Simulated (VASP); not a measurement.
Runs of VASP 6.6.1 on Al. The structure is that of space group Fm-3m (No. 225), or close to it. The cells are those of the table. 

```csv
cell,gap on the mesh (eV),pressure (GPa)
"a = 2.974 Å, angles 60.0°, 1 atom",none,(a)
"a = 2.744 Å, angles 60.0°, 1 atom",none,8.2
"a = 2.785 Å, angles 60.0°, 1 atom",none,3.4
"a = 2.864 Å, angles 60.0°, 1 atom",none,-3.6
"a = 2.825 Å, angles 60.0°, 1 atom",none,(b)
```

Alike in all rows: task single point; level LDA; potentials or basis VASP PAW LDA potentials, release 64 (Al); no spin polarisation; k mesh 12 × 12 × 12; cutoff (eV) 520; smearing fermi-dirac 0.1 eV.

**Question.** Fill in the values left out.

**Answer.** (a) -9.4; (b) -0.5.

A gap of «none» marks levels without a gap at the run's occupations.
